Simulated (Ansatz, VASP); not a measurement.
# One calculation of ZnS, two programs

File INCAR:

```
ALGO = Normal
EDIFF = 1E-7
ENCUT = 520
GGA = PE
ISIF = 2
ISMEAR = 0
LASPH = True
LCHARG = True
LELF = True
LREAL = False
LVHAR = True
LWAVE = False
NBANDS = 46
NELM = 100
PREC = Accurate
SIGMA = 0.05
```

KPOINTS

```
k-points
0
Gamma
  12 12 2
```

File POSCAR:

```
ZnS
1.0
    3.8467234474      0.0000000000      0.0000000000
   -1.9233617237      3.3313602268      0.0000000000
    0.0000000000      0.0000000000     12.5902250312
Zn S
4 4
Direct
    0.0000000000      0.0000000000     -0.0237776619
    0.0000000000      0.0000000000      0.4762223381
    0.3333333333      0.6666666667      0.2738052536
    0.6666666667      0.3333333333      0.7738052536
    0.0000000000      0.0000000000      0.1817555284
    0.0000000000      0.0000000000      0.6817555284
    0.3333333333      0.6666666667      0.4432660065
    0.6666666667      0.3333333333      0.9432660065
```

Input for Ansatz:

```yaml
crystal:
  lattice:
    - [3.8467234474, 0.0, 0.0]
    - [-1.9233617237, 3.3313602268, 0.0]
    - [0.0, 0.0, 12.5902250312]
  atoms:
    - { symbol: Zn, position: [0.0, 0.0, -0.0237776619] }
    - { symbol: Zn, position: [0.0, 0.0, 0.4762223381] }
    - { symbol: Zn, position: [0.3333333333, 0.6666666667, 0.2738052536] }
    - { symbol: Zn, position: [0.6666666667, 0.3333333333, 0.7738052536] }
    - { symbol: S, position: [0.0, 0.0, 0.1817555284] }
    - { symbol: S, position: [0.0, 0.0, 0.6817555284] }
    - { symbol: S, position: [0.3333333333, 0.6666666667, 0.4432660065] }
    - { symbol: S, position: [0.6666666667, 0.3333333333, 0.9432660065] }
basis:
  ecutwfc: 420
kpoints:
  mp_grid: { grid: [12, 12, 2] }
hamiltonian:
  xc: pbe
scf:
  occupations: { method: gaussian, width: 0.05 }
output:
  forces: true
  stress: true
  eigenvalues: true
```

Change from the starting cell: mode 12 (188.4 1/cm) frozen in, largest displacement -0.300 Å.

Alike in both runs: task single point; functional PBE; k mesh 12 × 12 × 2; occupations gaussian, width 0.05 eV; no spin polarisation.

|  | VASP | Ansatz |
| --- | --- | --- |
| version | VASP 6.6.1 | Ansatz 0.2.0 |
| potentials or method | VASP PAW PBE potentials, release 64 (Zn, S), cutoff 520 eV | scalar-relativistic, plane waves, PAW |
| valence electrons in the cell | 72 | 72 |

|  | VASP | Ansatz | Ansatz less VASP |
| --- | --- | --- | --- |
| gap on the k mesh at the Fermi level (eV) | 1.03 | 1.04 | +0.009 |
| least direct gap on the mesh (eV) | 1.03 | 1.04 | +0.009 |
| pressure (GPa) | 2.0 | 1.8 | -0.15 |
| traceless stress, the component that is largest in VASP (GPa) | 0.63 | 0.66 | +0.024 |
| rms of the force components (eV/Å) | 1.189 | 1.180 | -0.0091 |

Atom by atom the forces differ by 0.011 eV/Å (rms over components). With one functional, cell and mesh, what is left measures potentials, basis and numerics.
